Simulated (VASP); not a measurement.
Input of a VASP 6.6.1 run:

File INCAR:

```
SYSTEM = SiNi3
  PREC = Accurate
  ENCUT = 520
  EDIFF = 1E-7
  ISMEAR = 0
  SIGMA = 0.05
  LREAL = .False.
  LASPH = .True.
  NELM = 150
  ALGO = Fast
  ISIF = 2
  LWAVE = .False.
  LCHARG = .False.
  ISPIN = 2
  MAGMOM = 0 0 0 0
  LORBIT = 11
  LMAXMIX = 4
  GGA = PS
  NBANDS = 29
```

File KPOINTS:

```
regular mesh
0
Gamma
  10 10 10
  0 0 0
```

The input POSCAR:

```
SiNi3
1.0
    3.4197634003      0.0000000000      0.0000000000
    0.0000000000      3.4197634003      0.0000000000
    0.0000000000      0.0000000000      3.4197634003
Si Ni
1 3
Direct
    0.0000000000      0.0000000000      0.0000000000
    0.0000000000      0.5000000000      0.5000000000
    0.5000000000      0.0000000000      0.5000000000
    0.5000000000      0.5000000000      0.0000000000
```

Potentials or basis: VASP PAW PBE potentials, release 64 (Si, Ni).

Run with:

```bash
$ cat potpaw_PBE.64/Si/POTCAR potpaw_PBE.64/Ni/POTCAR > POTCAR
$ mpirun -np 1 vasp_std > vasp.out
```

(1) Estimate the pressure.

(2) Predict the band gap on the k mesh.

(3) Estimate the net moment.

## Answers

(1) 9.6 GPa.

(2) zero (filled and empty bands overlap).

(3) 0.00 μB per cell.

Caveat: the PAW data sets were made with another functional, which shifts forces and pressure a little.
